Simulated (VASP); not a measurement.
# BaTiO3 (P4mm) in VASP: relaxation of cell and atoms with r2SCAN

Aim: the relaxation of cell and atoms of BaTiO3 with r2SCAN.

Program: VASP 6.6.1. These are calculated values, not measurements. Logs are shortened: lines on timing, memory, paths and dates and some standing lists are left out, and cuts for length are marked.

**1. The cell of the first run**

The structure is tetragonal, space group P4mm (No. 99). Conventional cell: a = 3.986 Å, b = 3.986 Å, c = 4.198 Å, α = 90.00°, β = 90.00°, γ = 90.00°. Within 3.7 Å of Ba (site symmetry 4mm) lie 12 O at 2.80 to 2.99 Å and 8 Ti at 3.47 to 3.56 Å. Within 2.4 Å of Ti (site symmetry 4mm) lie 6 O at 1.81 to 2.39 Å. Within 2.4 Å of O (site symmetry 4mm) lie 2 Ti at 1.81 to 2.39 Å. O (site symmetry 2mm) has 2 Ti at 2.00 Å and 4 Ba at 2.80 to 2.99 Å and 8 O at 2.82 to 2.96 Å within 3.0 Å.

**2. Relaxation of cell and atoms, r2SCAN**

The input, POSCAR:

```
BaTiO3
1.0
    3.9861129279      0.0000000000      0.0000000000
    0.0000000000      3.9861129279      0.0000000000
    0.0000000000      0.0000000000      4.1980356845
Ba Ti O
1 1 3
Direct
    0.0000000000      0.0000000000     -0.0104426150
    0.5000000000      0.5000000000      0.4722700993
    0.5000000000      0.5000000000      0.0405145117
    0.5000000000      0.0000000000      0.5203290020
    0.0000000000      0.5000000000      0.5203290020
```

The input, INCAR.step1:

```
PREC = Accurate
ENCUT = 600
ISMEAR = -1
SIGMA = 0.02
LREAL = False
LASPH = True
NELM = 80
GGA = PE
ALGO = Normal
EDIFF = 1E-4
LWAVE = True
LCHARG = False
```

The input, INCAR.step2:

```
PREC = Accurate
ENCUT = 600
EDIFF = 1E-6
ISMEAR = -1
SIGMA = 0.02
LREAL = False
LASPH = True
NELM = 80
ALGO = Normal
ISIF = 3
LWAVE = False
LCHARG = False
METAGGA = R2SCAN
LMIXTAU = True
IBRION = 2
NSW = 80
EDIFFG = -0.005
ISTART = 1
```

The input, KPOINTS:

```
regular mesh
0
Gamma
  6 6 6
```

Potentials or basis: VASP PAW PBE potentials, release 64 (Ba_sv, Ti_sv, O).

On the command line:

```console
> cat potpaw_PBE.64/Ba_sv/POTCAR potpaw_PBE.64/Ti_sv/POTCAR potpaw_PBE.64/O/POTCAR > POTCAR
> cp INCAR.step1 INCAR
> mpirun -np 1 vasp_std > vasp.out
> cp INCAR.step2 INCAR
> mpirun -np 1 vasp_std > vasp.out
```

OUTCAR:

```text
PREC = Accurate
   ENCUT = 600
   EDIFF = 1E-6
   ISMEAR = -1
   LREAL = False
   LASPH = True
   NELM = 80
   ISIF = 3
   METAGGA = R2SCAN
   IBRION = 2
   NSW = 80
   EDIFFG = -0.005
   ISTART = 1

 ion  position               nearest neighbor table
   1  0.000  0.000  0.990-   4 2.80   5 2.80   5 2.80   4 2.80   3 2.83   3 2.83   3 2.83   3 2.83
                             4 2.99   5 2.99   5 2.99   4 2.99   2 3.47   2 3.47   2 3.47   2 3.47
   2  0.500  0.500  0.472-   3 1.81   4 2.00   5 2.00   4 2.00   5 2.00   3 2.39   1 3.47   1 3.47
                             1 3.47   1 3.47   1 3.56   1 3.56   1 3.56   1 3.56
   3  0.500  0.500  0.041-   2 1.81   2 2.39   1 2.83   1 2.83   1 2.83   1 2.83
   4  0.500  0.000  0.520-   2 2.00   2 2.00   1 2.80   1 2.80   1 2.99   1 2.99
   5  0.000  0.500  0.520-   2 2.00   2 2.00   1 2.80   1 2.80   1 2.99   1 2.99

  LATTYP: Found a simple tetragonal cell.
 ALAT       =     3.9861129279
 C/A-ratio  =     1.0531652666

  Lattice vectors:

 A1 = (   3.9861129279,   0.0000000000,   0.0000000000)
 A2 = (   0.0000000000,   3.9861129279,   0.0000000000)
 A3 = (   0.0000000000,   0.0000000000,   4.1980356845)

Analysis of symmetry for initial positions (statically):
=====================================================================
 Subroutine PRICEL returns:
 Original cell was already a primitive cell.

 Routine SETGRP: Setting up the symmetry group for a
 simple tetragonal supercell.

 Subroutine GETGRP returns: Found  8 space group operations
 (whereof  8 operations were pure point group operations)
 out of a pool of 16 trial point group operations.

The static configuration has the point symmetry C_4v.

Analysis of symmetry for dynamics (positions and initial velocities):
=====================================================================
 Subroutine PRICEL returns:
 Original cell was already a primitive cell.

 Routine SETGRP: Setting up the symmetry group for a
 simple tetragonal supercell.

 Subroutine GETGRP returns: Found  8 space group operations
 (whereof  8 operations were pure point group operations)
 out of a pool of 16 trial point group operations.

The dynamic configuration has the point symmetry C_4v.

 Subroutine INISYM returns: Found  8 space group operations
 (whereof  8 operations are pure point group operations),
 and found     1 'primitive' translations

----------------------------------------------------------------------------------------

                                     Primitive cell

  volume of cell :      66.7030

  direct lattice vectors                    reciprocal lattice vectors
     3.986112928  0.000000000  0.000000000     0.250870966  0.000000000  0.000000000
     0.000000000  3.986112928  0.000000000     0.000000000  0.250870966  0.000000000
     0.000000000  0.000000000  4.198035684     0.000000000  0.000000000  0.238206646

  length of vectors
     3.986112928  3.986112928  4.198035684     0.250870966  0.250870966  0.238206646

  position of ions in fractional coordinates (direct lattice)
     0.000000000  0.000000000  0.989557385
     0.500000000  0.500000000  0.472270099
     0.500000000  0.500000000  0.040514512
     0.500000000  0.000000000  0.520329002
     0.000000000  0.500000000  0.520329002

  ion indices of the primitive-cell ions
   primitive index   ion index
                 1           1
                 2           2
                 3           3
                 4           4
                 5           5

----------------------------------------------------------------------------------------

 KPOINTS: regular mesh

Automatic generation of k-mesh.
 Grid dimensions read from file:
 generate k-points for:    6    6    6

 Generating k-lattice:

  Cartesian coordinates                     Fractional coordinates (reciprocal lattice)
     0.041811828  0.000000000  0.000000000     0.166666667  0.000000000  0.000000000
     0.000000000  0.041811828  0.000000000     0.000000000  0.166666667  0.000000000
     0.000000000  0.000000000  0.039701108     0.000000000  0.000000000  0.166666667

  Length of vectors
     0.041811828  0.041811828  0.039701108

  Shift w.r.t. Gamma in fractional coordinates (k-lattice)
     0.000000000  0.000000000  0.000000000

 Subroutine IBZKPT returns following result:
 ===========================================

 Found     40 irreducible k-points:

 Following reciprocal coordinates:
            Coordinates               Weight
  0.000000  0.000000  0.000000      1.000000
  0.166667  0.000000  0.000000      4.000000
  0.333333  0.000000  0.000000      4.000000
  0.500000  0.000000  0.000000      2.000000
  0.166667  0.166667  0.000000      4.000000
  0.333333  0.166667  0.000000      8.000000
[... 16 lines left out ...]
  0.333333  0.000000  0.333333      8.000000
  0.500000  0.000000  0.333333      4.000000
 [... further k-points ...]
   k-points           NKPTS =     40   k-points in BZ     NKDIM =     40   number of bands    NBANDS=     24
   number of dos      NEDOS =    301   number of ions     NIONS =      5
   total plane-waves  NPLWV =  36864
   dimension x,y,z NGX =    32 NGY =   32 NGZ =   36
   dimension x,y,z NGXF=    64 NGYF=   64 NGZF=   72
   ions per type =               1   1   3
   NGX,Y,Z   is equivalent  to a cutoff of  13.35, 13.35, 14.26 a.u.
   NGXF,Y,Z  is equivalent  to a cutoff of  26.69, 26.69, 28.51 a.u.
 SYSTEM =  unknown system
   PREC   = accura    normal or accurate (medium, high low for compatibility)
   ISTART =      1    job   : 0-new  1-cont  2-samecut
   ICHARG =      0    charge: 1-file 2-atom 10-const
   ISPIN  =      1    spin polarized calculation?
   LNONCOLLINEAR =      F non collinear calculations
   LSORBIT =      F    spin-orbit coupling
   LASPH  =      T    aspherical Exc in radial PAW
   ENCUT  =  600.0 eV  44.10 Ry    6.64 a.u.   7.96  7.96  8.38*2*pi/ulx,y,z
   NELM   =     80;   NELMIN=  2; NELMDL=  0     # of ELM steps
   EDIFF  = 0.1E-05   stopping-criterion for ELM
   LREAL  =      F    real-space projection
   EDIFFG = -.5E-02   stopping-criterion for IOM
   NSW    =     80    number of steps for IOM
   IBRION =      2    ionic relax: 0-MD 1-quasi-New 2-CG
   NFREE  =      1    steps in history (QN), initial steepest desc. (CG)
   ISIF   =      3    stress and relaxation
   ISYM   =      2    0-nonsym 1-usesym 2-fastsym
   POTIM  = 0.5000    time-step for ionic-motion
   TEBEG  =    0.0;   TEEND  =   0.0 temperature during run
   PSTRESS=    0.0 pullay stress
   NELECT =      40.0000    total number of electrons
   NUPDOWN=      -1.0000    fix difference up-down
   EMIN   =  10.00;   EMAX   =-10.00  energy-range for DOS
   EFERMI =   0.00;   METHOD = LEGACY
   ISMEAR =    -1;   SIGMA  =   0.02  broadening in eV -4-tet -1-fermi 0-gaus
   EFERMI_NEDOS =   21; number of points for ismear=-14 and -15
   IALGO  =     38    algorithm
   IMIX   =      4    mixing-type and parameters
     AMIX     =   0.40;   BMIX     =  1.00
     AMIX_MAG =   1.60;   BMIX_MAG =  1.00
  volume/ion in A,a.u.               =      13.34        90.03
  Fermi-wavevector in a.u.,A,eV,Ry     =   1.380532  2.608827 25.930906  1.905868
  Thomas-Fermi vector in A             =   2.505400
   LORBIT       =      0    0 simple, 1 ext, 2 COOP (PROOUT), +10 PAW based schemes
   METAGGA = R2SCAN    functional components
   LHFCALC =     F    Hartree Fock is set to
   AEXX    =    0.0000 exact exchange contribution
   IVDW    =     0    specifies the selected vdW correction
   LEPSILON=     F    determine dielectric tensor
   LRPA    =     F    only Hartree local field effects (RPA)
 conjugate gradient relaxation of ions
 non-spin polarized calculation
  energy-cutoff  :      600.00
  volume of cell :       66.70
 maximum number of plane-waves:      2260
 NGX is ok and might be reduce to    32
   NGX = 15   NGY = 15   NGZ = 17

--------------------------------------- Ionic step        1  -------------------------------------------

 number of electron      39.9999988 magnetization

 Free energy of the ion-electron system (eV)
  ---------------------------------------------------
  ext. energy  EPLUGINS =         0.00000000
  ---------------------------------------------------
  free energy    TOTEN  =       -74.26532280 eV

  energy without entropy =      -74.26532280  energy(sigma->0) =      -74.26532280

------------------------ aborting loop because EDIFF is reached ----------------------------------------

  FORCE on cell =-STRESS in cart. coord.  units (eV):
  Direction    XX          YY          ZZ          XY          YZ          ZX
  --------------------------------------------------------------------------------------
  -------------------------------------------------------------------------------------
  Total       -0.6426548     -0.6426548     -0.6230309      0.0000000     -0.0000000      0.0000000
  in kB      -15.4362932    -15.4362932    -14.9649360      0.0000000     -0.0000000      0.0000000
  external PRESSURE =     -15.2791741 kB  Pullay stress =       0.0000000 kB
[... 98 lines left out ...]
  FREE ENERGIE OF THE ION-ELECTRON SYSTEM (eV)
  ---------------------------------------------------
  free  energy   TOTEN  =       -74.2693743267 eV

  energy  without entropy=      -74.2693743267  energy(sigma->0) =      -74.26937433

[... ionic steps 4 to 11 ...]

--------------------------------------- Ionic step       12  -------------------------------------------

 number of electron      39.9999990 magnetization

------------------------ aborting loop because EDIFF is reached ----------------------------------------
[... 73 lines left out ...]
--------------------------------------- Ionic step       14  -------------------------------------------

 number of electron      39.9999990 magnetization

 Free energy of the ion-electron system (eV)
  ---------------------------------------------------
  ext. energy  EPLUGINS =         0.00000000
  ---------------------------------------------------
  free energy    TOTEN  =       -74.27599867 eV

  energy without entropy =      -74.27599867  energy(sigma->0) =      -74.27599867

 E-fermi :   3.9578     XC(G=0): -11.7898

 val. band max:        3.5231481272   @ k =   0.5000   0.5000   0.5000
 cond. band min:       5.7034834822   @ k =   0.0000   0.0000   0.0000
 fundamental gap:      2.1803353550
 Fermi energy:         3.9577854366

 k-point     1 :       0.0000    0.0000    0.0000
  band No.  band energies     occupation
      1     -55.3291      2.00000
      2     -30.5789      2.00000
      3     -30.4794      2.00000
      4     -30.4794      2.00000
      5     -22.1830      2.00000
      6     -14.4384      2.00000
[... 637 lines left out ...]
     23       7.6124      0.00000
     24       8.6230      0.00000

 [... further k-points ...]

------------------------ aborting loop because EDIFF is reached ----------------------------------------

  FORCE on cell =-STRESS in cart. coord.  units (eV):
  Direction    XX          YY          ZZ          XY          YZ          ZX
  --------------------------------------------------------------------------------------
  -------------------------------------------------------------------------------------
  Total        0.0044918      0.0044918     -0.0025220      0.0000000      0.0000000      0.0000000
  in kB        0.1100451      0.1100451     -0.0617867      0.0000000      0.0000000      0.0000000
  external PRESSURE =       0.0527679 kB  Pullay stress =       0.0000000 kB
[... 20 lines left out ...]
  FREE ENERGIE OF THE ION-ELECTRON SYSTEM (eV)
  ---------------------------------------------------
  free  energy   TOTEN  =       -74.2759986749 eV

  energy  without entropy=      -74.2759986749  energy(sigma->0) =      -74.27599867

 reached required accuracy - stopping structural energy minimisation
```

Run time: 56 min. Hardware: 1 thread of Oxide Virtual Turin-like, shared host; peak memory 0.23 GiB.

What came out:

- Free energy: -74.2760 eV
- Relaxed volume: 13.08 Å³/atom
- Relaxed cell: a = 3.987 Å, b = 3.987 Å, c = 4.114 Å, α = 90.00°, β = 90.00°, γ = 90.00°
- Space group after relaxing (to 0.1 Å): P4mm (No. 99)
- Energy gained by relaxing: 2.1 meV/atom
- Ionic steps: 14
- Pressure after relaxing: 0.0 GPa
- Largest force after relaxing: 0.004 eV/Å
- Band gap on the k mesh: 2.18 eV (least direct gap 2.66 eV)

Forces in eV/Å, atoms in the order of the input:
```
Ba   0.000  0.000 -0.004
Ti   0.000  0.000  0.002
O    0.000  0.000 -0.002
O    0.000  0.000  0.002
O    0.000  0.000  0.002
```

Step by step:
```
step  energy change (eV)  largest force (eV/Å)  pressure (GPa)  volume (Å³)
   1              0.0000                0.1086           -1.53        66.70
   2             -0.0023                0.2272            1.41        65.48
   3             -0.0041                0.1592            0.22        65.96
   4             -0.0059                0.0863            0.09        65.84
   5             -0.0062                0.0899            0.02        65.77
   6             -0.0077                0.0750            0.00        65.71
   7             -0.0101                0.0407           -0.04        65.56
   8             -0.0076                0.1277            0.04        65.24
   9             -0.0105                0.0556           -0.03        65.48
  10             -0.0105                0.0576           -0.03        65.47
  11             -0.0106                0.0225           -0.04        65.44
  12             -0.0107                0.0078           -0.04        65.41
  13             -0.0107                0.0056           -0.02        65.42
  14             -0.0107                0.0042            0.01        65.40
```

Final structure:
```
Ba Ti O
1.0
     3.98711    0.00000    0.00000
     0.00000    3.98711    0.00000
     0.00000    0.00000    4.11384
Ba Ti O
1 1 3
Direct
  0.00000 0.00000 0.99744
  0.50000 0.50000 0.47932
  0.50000 0.50000 0.03304
  0.50000 0.00000 0.51660
  0.00000 0.50000 0.51660
```

Levels at points of the mesh, in eV from the valence-band top:
| k point | band 16 | band 17 | band 18 | band 19 | band 20 | band 21 | band 22 | band 23 | band 24 |
| --- | --- | --- | --- | --- | --- | --- | --- | --- | --- |
| (0.00, 0.00, 0.00) | -1.54 | -1.28 | -0.68 | -0.48 | -0.48 | 2.18 | 2.61 | 2.61 | 4.29 |
| (0.50, 0.00, 0.00) | -1.98 | -1.93 | -1.71 | -1.34 | -1.17 | 2.71 | 3.85 | 3.92 | 4.36 |
| (0.50, 0.50, 0.00) | -2.90 | -2.00 | -1.11 | -1.11 | -0.07 | 3.95 | 3.95 | 4.33 | 4.74 |
| (0.00, 0.00, 0.50) | -2.08 | -2.03 | -1.99 | -0.76 | -0.76 | 2.31 | 3.84 | 3.84 | 4.28 |
| (0.50, 0.00, 0.50) | -2.66 | -1.87 | -1.08 | -1.03 | -0.38 | 3.85 | 3.88 | 4.21 | 5.16 |
| (0.50, 0.50, 0.50) | -2.58 | -2.58 | -0.31 | -0.31 | 0.00 | 4.45 | 4.45 | 4.53 | 6.83 |

Caveat: the PAW data sets were made with another functional, which shifts forces and pressure a little; spin-orbit coupling is left out, which moves the levels of the heavy elements. r2SCAN opens gaps a little over a GGA but as a rule still falls short of measured ones.
